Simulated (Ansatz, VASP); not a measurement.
TiO: VASP beside Ansatz

File POSCAR:

```
TiO
1.0
    3.0309987015      0.0000000000      0.0000000000
   -1.5154993507      2.6249218743      0.0000000000
    0.0000000000      0.0000000000      3.2377000000
Ti O
1 1
Direct
    0.6666666667      0.3333333333      0.0000000000
    0.0000000000      0.0000000000      0.5000000000
```

File INCAR.step1:

```
SYSTEM = TiO
ALGO = Normal
EDIFF = 1E-4
ENCUT = 520
GGA = PE
ISMEAR = 0
LASPH = .TRUE.
LCHARG = .FALSE.
LREAL = .FALSE.
LWAVE = .TRUE.
NBANDS = 16
NELM = 80
PREC = Accurate
SIGMA = 0.01
```

INCAR.step2

```
SYSTEM = TiO
ALGO = Normal
EDIFF = 1E-6
ENCUT = 520
ISIF = 2
ISMEAR = 0
ISTART = 1
LASPH = .TRUE.
LCHARG = .TRUE.
LELF = .TRUE.
LMIXTAU = .TRUE.
LREAL = .FALSE.
LVHAR = .TRUE.
LWAVE = .FALSE.
METAGGA = R2SCAN
NBANDS = 16
NELM = 80
PREC = Accurate
SIGMA = 0.01
```

File KPOINTS:

```
k-points
0
G
  3 3 4
  0 0 0
```

Input for Ansatz:

```yaml
crystal:
  lattice:
    - [3.0309987015, 0.0, 0.0]
    - [-1.5154993507, 2.6249218743, 0.0]
    - [0.0, 0.0, 3.2377]
  atoms:
    - { symbol: Ti, position: [0.6666666667, 0.3333333333, 0.0] }
    - { symbol: O, position: [0.0, 0.0, 0.5] }
basis:
  ecutwfc: 500
kpoints:
  mp_grid: { grid: [3, 3, 4] }
hamiltonian:
  xc: r2scan
scf:
  occupations: { method: gaussian, width: 0.01 }
output:
  forces: true
  stress: true
  eigenvalues: true
```

Alike in both runs: task single point; functional r2SCAN; k mesh 3 × 3 × 4; occupations gaussian, width 0.01 eV; no spin polarisation.

```csv
,VASP,Ansatz
version,VASP 6.6.1,Ansatz 0.2.0
potentials or method,"VASP PAW PBE potentials, release 64 (Ti_sv, O), cutoff 520 eV","scalar-relativistic, plane waves, PAW"
valence electrons in the cell,18,18
```

```tsv
	VASP	Ansatz	Ansatz less VASP
gap on the k mesh at the Fermi level (eV)	0.18	0.18	+0.002
least direct gap on the mesh (eV)	0.18	0.18	+0.002
```

VASP's potentials were made for PBE, not for r2SCAN.

The k mesh is coarse, so the values compare programs but aren't converged.
